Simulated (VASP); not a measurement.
Wanted: the native input for a VASP 6.6.1 run.

```
Task                   : single point
Functional             : PBEsol
Potentials or basis    : VASP PAW PBE potentials, release 64 (Ta_pv, N)
Cutoff                 : 520 eV
k mesh                 : 18 × 18 × 16
Occupations            : gaussian, width 0.15 eV
Spin                   : no spin polarisation
Dipole correction      : no
Further INCAR settings : ALGO = Normal; EDIFF = 1e-06; NBANDS = 15
```

The structure of TaN lies in POSCAR:

```
TaN
1.0
    2.9606000000      0.0000000000      0.0000000000
   -1.4803000000      2.5639548105      0.0000000000
    0.0000000000      0.0000000000      3.0143000000
Ta N
1 1
Direct
    0.3333333333      0.6666666667      0.5000000000
    0.0000000000      0.0000000000      0.0000000000
```

These files were run (other wordings do the same):

INCAR

```
ALGO     = Normal         # electronic algorithm
EDIFF    = 1E-6           # SCF threshold, eV
ENCUT    = 520            # plane-wave cutoff, eV
GGA      = PS             # functional
ISIF     = 2              # what is computed and relaxed
ISMEAR   = 0              # smearing method
LASPH    = True           # aspherical terms in the spheres
LCHARG   = False          # write CHGCAR
LREAL    = False          # projectors in reciprocal space
LWAVE    = False          # write WAVECAR
NBANDS   = 15             # bands
NELM     = 100            # most SCF steps
PREC     = Accurate       # precision mode
SIGMA    = 0.15           # smearing width, eV
```

KPOINTS

```
k-points
0
Gamma
  18 18 16
```

Potentials or basis: VASP PAW PBE potentials, release 64 (Ta_pv, N).

Command:

```sh
$ cat potpaw_PBE.64/Ta_pv/POTCAR potpaw_PBE.64/N/POTCAR > POTCAR
$ mpirun -np 1 vasp_std > vasp.out
```

It gave:

| Property | Result |
| --- | --- |
| Pressure | -22.8 GPa |
| Band gap on the k mesh | zero (band 8 reaches 7.73 eV, above the bottom of band 9 at 7.33 eV) |

Caveat: the PAW data sets were made with another functional, which shifts forces and pressure a little; spin-orbit coupling is left out, which moves the levels of the heavy elements.

It took 31 s on 1 thread of Intel(R) Xeon(R) 6975P-C (Granite Rapids), on a shared host, peak memory 0.23 GiB.
